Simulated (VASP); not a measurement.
# TlBr (Pm-3m) in VASP: notebook

The runs below take TlBr through single point, with PBE, LDA, r2SCAN.

All numbers are computed with VASP 6.6.1; they aren't measurements. Logs are shortened: lines on timing, memory, paths and dates and some standing lists are left out, and cuts for length are marked.

## 1. The cell of the first run

Symmetry: Pm-3m, No. 221, cubic system. The conventional cell has a = 3.995 Å, b = 3.995 Å, c = 3.995 Å, α = 90.00°, β = 90.00°, γ = 90.00°. Tl (site symmetry m-3m) has 8 Br at 3.46 Å and 6 Tl at 3.99 Å within 4.5 Å. Within 4.5 Å of Br (site symmetry m-3m) lie 8 Tl at 3.46 Å and 6 Br at 3.99 Å.

## 2. Single point, PBE

Input file INCAR:

```
SYSTEM = TlBr
PREC = Accurate ; ENCUT = 500
EDIFF = 1E-6 ; ISMEAR = 0
SIGMA = 0.01 ; LREAL = .FALSE.
LASPH = .TRUE. ; NELM = 120
ALGO = Normal ; ISIF = 2
LWAVE = .FALSE. ; LCHARG = .TRUE.
GGA = PE ; LELF = .TRUE.
LVHAR = .TRUE. ; NBANDS = 17
GGA_COMPAT = .FALSE.
```

Input file KPOINTS:

```
regular mesh
0
G
  4 4 4
  0 0 0
```

Input file POSCAR:

```
TlBr
1.0
    3.9949064133      0.0000000000      0.0000000000
    0.0000000000      3.9949064133      0.0000000000
    0.0000000000      0.0000000000      3.9949064133
Tl Br
1 1
Direct
    0.0000000000      0.0000000000      0.0000000000
    0.5000000000      0.5000000000      0.5000000000
```

Potentials or basis: VASP PAW PBE potentials, release 64 (Tl_d, Br).

Started as:

```bash
$ cat potpaw_PBE.64/Tl_d/POTCAR potpaw_PBE.64/Br/POTCAR > POTCAR
$ mpirun -np 1 vasp_std > vasp.out
```

OUTCAR:

```text
SYSTEM = TlBr
   PREC = Accurate
   ENCUT = 500
   EDIFF = 1E-6
   ISMEAR = 0
   LREAL = .FALSE.
   LASPH = .TRUE.
   NELM = 120
   ISIF = 2
   GGA = PE

 ion  position               nearest neighbor table
   1  0.000  0.000  0.000-   2 3.46   2 3.46   2 3.46   2 3.46   2 3.46   2 3.46   2 3.46   2 3.46

   2  0.500  0.500  0.500-   1 3.46   1 3.46   1 3.46   1 3.46   1 3.46   1 3.46   1 3.46   1 3.46

  LATTYP: Found a simple cubic cell.
 ALAT       =     3.9949064133

  Lattice vectors:

 A1 = (   3.9949064133,   0.0000000000,   0.0000000000)
 A2 = (   0.0000000000,   3.9949064133,   0.0000000000)
 A3 = (   0.0000000000,   0.0000000000,   3.9949064133)

Analysis of symmetry for initial positions (statically):
=====================================================================
 Subroutine PRICEL returns:
 Original cell was already a primitive cell.

 Routine SETGRP: Setting up the symmetry group for a
 simple cubic supercell.

 Subroutine GETGRP returns: Found 48 space group operations
 (whereof 48 operations were pure point group operations)
 out of a pool of 48 trial point group operations.

The static configuration has the point symmetry O_h .

Analysis of symmetry for dynamics (positions and initial velocities):
=====================================================================
 Subroutine PRICEL returns:
 Original cell was already a primitive cell.

 Routine SETGRP: Setting up the symmetry group for a
 simple cubic supercell.

 Subroutine GETGRP returns: Found 48 space group operations
 (whereof 48 operations were pure point group operations)
 out of a pool of 48 trial point group operations.

The dynamic configuration has the point symmetry O_h .

 Subroutine INISYM returns: Found 48 space group operations
 (whereof 48 operations are pure point group operations),
 and found     1 'primitive' translations

----------------------------------------------------------------------------------------

                                     Primitive cell

  volume of cell :      63.7558

  direct lattice vectors                    reciprocal lattice vectors
     3.994906413  0.000000000  0.000000000     0.250318755  0.000000000  0.000000000
     0.000000000  3.994906413  0.000000000     0.000000000  0.250318755  0.000000000
     0.000000000  0.000000000  3.994906413     0.000000000  0.000000000  0.250318755

  length of vectors
     3.994906413  3.994906413  3.994906413     0.250318755  0.250318755  0.250318755

  position of ions in fractional coordinates (direct lattice)
[... 8 lines left out ...]
----------------------------------------------------------------------------------------

 KPOINTS: regular mesh

Automatic generation of k-mesh.
 Grid dimensions read from file:
 generate k-points for:    4    4    4

 Generating k-lattice:

  Cartesian coordinates                     Fractional coordinates (reciprocal lattice)
     0.062579689  0.000000000  0.000000000     0.250000000  0.000000000  0.000000000
     0.000000000  0.062579689  0.000000000     0.000000000  0.250000000  0.000000000
     0.000000000  0.000000000  0.062579689     0.000000000  0.000000000  0.250000000

  Length of vectors
     0.062579689  0.062579689  0.062579689

  Shift w.r.t. Gamma in fractional coordinates (k-lattice)
     0.000000000  0.000000000  0.000000000

 Subroutine IBZKPT returns following result:
 ===========================================

 Found     10 irreducible k-points:

 Following reciprocal coordinates:
            Coordinates               Weight
  0.000000  0.000000  0.000000      1.000000
  0.250000  0.000000  0.000000      6.000000
  0.500000  0.000000  0.000000      3.000000
  0.250000  0.250000  0.000000     12.000000
  0.500000  0.250000  0.000000     12.000000
  0.500000  0.500000  0.000000      3.000000
  0.250000  0.250000  0.250000      8.000000
  0.500000  0.250000  0.250000     12.000000
  0.500000  0.500000  0.250000      6.000000
  0.500000  0.500000  0.500000      1.000000
   k-points           NKPTS =     10   k-points in BZ     NKDIM =     10   number of bands    NBANDS=     17
   number of dos      NEDOS =    301   number of ions     NIONS =      2
   total plane-waves  NPLWV =  27000
   dimension x,y,z NGX =    30 NGY =   30 NGZ =   30
   dimension x,y,z NGXF=    60 NGYF=   60 NGZF=   60
   ions per type =               1   1
   NGX,Y,Z   is equivalent  to a cutoff of  12.48, 12.48, 12.48 a.u.
   NGXF,Y,Z  is equivalent  to a cutoff of  24.97, 24.97, 24.97 a.u.
 SYSTEM =  TlBr
   PREC   = accura    normal or accurate (medium, high low for compatibility)
   ISTART =      0    job   : 0-new  1-cont  2-samecut
   ICHARG =      2    charge: 1-file 2-atom 10-const
   ISPIN  =      1    spin polarized calculation?
   LNONCOLLINEAR =      F non collinear calculations
   LSORBIT =      F    spin-orbit coupling
   LASPH  =      T    aspherical Exc in radial PAW
   ENCUT  =  500.0 eV  36.75 Ry    6.06 a.u.   7.28  7.28  7.28*2*pi/ulx,y,z
   NELM   =    120;   NELMIN=  2; NELMDL= -5     # of ELM steps
   EDIFF  = 0.1E-05   stopping-criterion for ELM
   LREAL  =      F    real-space projection
   EDIFFG = 0.1E-04   stopping-criterion for IOM
   NSW    =      0    number of steps for IOM
   IBRION =     -1    ionic relax: 0-MD 1-quasi-New 2-CG
   NFREE  =      0    steps in history (QN), initial steepest desc. (CG)
   ISIF   =      2    stress and relaxation
   ISYM   =      2    0-nonsym 1-usesym 2-fastsym
   POTIM  = 0.5000    time-step for ionic-motion
   TEBEG  =    0.0;   TEEND  =   0.0 temperature during run
   PSTRESS=    0.0 pullay stress
   NELECT =      20.0000    total number of electrons
   NUPDOWN=      -1.0000    fix difference up-down
   EMIN   =  10.00;   EMAX   =-10.00  energy-range for DOS
   EFERMI =   0.00;   METHOD = LEGACY
   ISMEAR =     0;   SIGMA  =   0.01  broadening in eV -4-tet -1-fermi 0-gaus
   EFERMI_NEDOS =   21; number of points for ismear=-14 and -15
   IALGO  =     38    algorithm
   IMIX   =      4    mixing-type and parameters
     AMIX     =   0.40;   BMIX     =  1.00
     AMIX_MAG =   1.60;   BMIX_MAG =  1.00
  volume/ion in A,a.u.               =      31.88       215.12
  Fermi-wavevector in a.u.,A,eV,Ry     =   1.112359  2.102053 16.835061  1.237342
  Thomas-Fermi vector in A             =   2.248932
   LORBIT       =      0    0 simple, 1 ext, 2 COOP (PROOUT), +10 PAW based schemes
   GGA     = PE    functional components
   LHFCALC =     F    Hartree Fock is set to
   AEXX    =    0.0000 exact exchange contribution
   IVDW    =     0    specifies the selected vdW correction
   LEPSILON=     F    determine dielectric tensor
   LRPA    =     F    only Hartree local field effects (RPA)
 non-spin polarized calculation
 Gauss-broadening in eV      SIGMA  =   0.01
  energy-cutoff  :      500.00
  volume of cell :       63.76
 maximum number of plane-waves:      1647
 NGX is ok and might be reduce to    30
   NGX = 15   NGY = 15   NGZ = 15

 number of electron      20.0000006 magnetization

 Free energy of the ion-electron system (eV)
  ---------------------------------------------------
  ext. energy  EPLUGINS =         0.00000000
  ---------------------------------------------------
  free energy    TOTEN  =        -5.52609933 eV

  energy without entropy =       -5.52609933  energy(sigma->0) =       -5.52609933

 E-fermi :   2.3397     XC(G=0):  -8.9135

 val. band max:        2.2690569118   @ k =   0.5000   0.0000   0.0000
 cond. band min:       4.1538045168   @ k =   0.5000   0.0000   0.0000
 fundamental gap:      1.8847476050
 Fermi energy:         2.3396788690

 k-point     1 :       0.0000    0.0000    0.0000
  band No.  band energies     occupation
      1     -11.3911      2.00000
      2      -7.8248      2.00000
      3      -7.8248      2.00000
      4      -7.6538      2.00000
      5      -7.6538      2.00000
      6      -7.6538      2.00000
[... 9 lines left out ...]
     16      13.3217      0.00000
     17      15.6941      0.00000

 k-point     2 :       0.2500    0.0000    0.0000
  band No.  band energies     occupation
      1     -11.2804      2.00000
      2      -7.8199      2.00000
      3      -7.7616      2.00000
      4      -7.6828      2.00000
      5      -7.6828      2.00000
      6      -7.6512      2.00000
[... 9 lines left out ...]
     16      14.3358      0.00000
     17      15.4658      0.00000

 k-point     3 :       0.5000    0.0000    0.0000
  band No.  band energies     occupation
      1     -11.1625      2.00000
      2      -7.8150      2.00000
      3      -7.7114      2.00000
      4      -7.7114      2.00000
      5      -7.7016      2.00000
      6      -7.6487      2.00000
[... 9 lines left out ...]
     16      15.3985      0.00000
     17      15.7950      0.00000

 k-point     4 :       0.2500    0.2500    0.0000
  band No.  band energies     occupation
      1     -11.1960      2.00000
      2      -7.7880      2.00000
      3      -7.7207      2.00000
      4      -7.6870      2.00000
      5      -7.6804      2.00000
      6      -7.6746      2.00000
[... 9 lines left out ...]
     16      13.1569      0.00000
     17      13.6427      0.00000

 k-point     5 :       0.5000    0.2500    0.0000
  band No.  band energies     occupation
      1     -11.1081      2.00000
      2      -7.7760      2.00000
      3      -7.7035      2.00000
      4      -7.6874      2.00000
      5      -7.6722      2.00000
      6      -7.6613      2.00000
[... 9 lines left out ...]
     16      13.7182      0.00000
     17      14.3506      0.00000

 k-point     6 :       0.5000    0.5000    0.0000
  band No.  band energies     occupation
      1     -11.0528      2.00000
      2      -7.7544      2.00000
      3      -7.6955      2.00000
      4      -7.6955      2.00000
      5      -7.6579      2.00000
      6      -7.6048      2.00000
[... 9 lines left out ...]
     16      12.7817      0.00000
     17      12.7817      0.00000

 k-point     7 :       0.2500    0.2500    0.2500
  band No.  band energies     occupation
      1     -11.1184      2.00000
      2      -7.7204      2.00000
      3      -7.7204      2.00000
      4      -7.7069      2.00000
      5      -7.7069      2.00000
      6      -7.6651      2.00000
[... 9 lines left out ...]
     16      13.3781      0.00000
     17      15.8044      0.00000

 k-point     8 :       0.5000    0.2500    0.2500
  band No.  band energies     occupation
      1     -11.0378      2.00000
      2      -7.7462      2.00000
      3      -7.7124      2.00000
      4      -7.7069      2.00000
      5      -7.6770      2.00000
      6      -7.6460      2.00000
[... 9 lines left out ...]
     16      13.2484      0.00000
     17      16.6488      0.00000

 k-point     9 :       0.5000    0.5000    0.2500
  band No.  band energies     occupation
      1     -10.9648      2.00000
      2      -7.7395      2.00000
      3      -7.7395      2.00000
      4      -7.7169      2.00000
      5      -7.6781      2.00000
      6      -7.6033      2.00000
[... 9 lines left out ...]
     16      14.0420      0.00000
     17      16.8119      0.00000

 k-point    10 :       0.5000    0.5000    0.5000
  band No.  band energies     occupation
      1     -10.8713      2.00000
      2      -7.7823      2.00000
      3      -7.7823      2.00000
      4      -7.7823      2.00000
      5      -7.6019      2.00000
      6      -7.6019      2.00000
[... 9 lines left out ...]
     16      15.0287      0.00000
     17      18.4206      0.00000

------------------------ aborting loop because EDIFF is reached ----------------------------------------

  FORCE on cell =-STRESS in cart. coord.  units (eV):
  Direction    XX          YY          ZZ          XY          YZ          ZX
  --------------------------------------------------------------------------------------
  -------------------------------------------------------------------------------------
  Total        0.4119476      0.4119476      0.4119476      0.0000000      0.0000000     -0.0000000
  in kB       10.3522023     10.3522023     10.3522023      0.0000000      0.0000000     -0.0000000
  external PRESSURE =      10.3522023 kB  Pullay stress =       0.0000000 kB

 VOLUME and BASIS-vectors are now :
 -----------------------------------------------------------------------------
  energy-cutoff  :      500.00
  volume of cell :       63.76
      direct lattice vectors                 reciprocal lattice vectors
     3.994906413  0.000000000  0.000000000     0.250318755  0.000000000  0.000000000
     0.000000000  3.994906413  0.000000000     0.000000000  0.250318755  0.000000000
     0.000000000  0.000000000  3.994906413     0.000000000  0.000000000  0.250318755

 POSITION                                       TOTAL-FORCE (eV/Angst)
 -----------------------------------------------------------------------------------
      0.00000      0.00000      0.00000         0.000000      0.000000      0.000000
      1.99745      1.99745      1.99745         0.000000      0.000000      0.000000
 -----------------------------------------------------------------------------------
    total drift:                                0.000000     -0.000000     -0.000000

  FREE ENERGIE OF THE ION-ELECTRON SYSTEM (eV)
  ---------------------------------------------------
  free  energy   TOTEN  =        -5.5260993277 eV

  energy  without entropy=       -5.5260993277  energy(sigma->0) =       -5.52609933
```

It took 20 s on 1 thread of Intel Xeon 8259CL, shared host; peak memory 0.17 GiB.

What came out:

| Property | Result |
| --- | --- |
| Free energy | -5.5261 eV |
| Pressure | 1.0 GPa |
| Band gap on the k mesh | 1.88 eV, direct |

Levels at points of the mesh, in eV from the valence-band top:
```csv
k point,band 7,band 8,band 9,band 10,band 11,band 12,band 13,band 14
"(0.00, 0.00, 0.00)",-4.63,-1.25,-1.25,-1.25,7.04,7.04,7.18,7.18
"(0.50, 0.00, 0.00)",-5.47,-0.76,-0.76,0.00,1.88,5.76,5.76,8.05
"(0.50, 0.50, 0.00)",-3.74,-2.85,-2.85,-0.68,4.86,4.86,7.34,7.70
"(0.50, 0.50, 0.50)",-2.77,-1.86,-1.86,-1.86,2.18,2.18,2.18,12.76
```

Caveat: spin-orbit coupling is left out, which moves the levels of the heavy elements. A k mesh can miss the band edges.

(Part 1 of 3 ends here.)
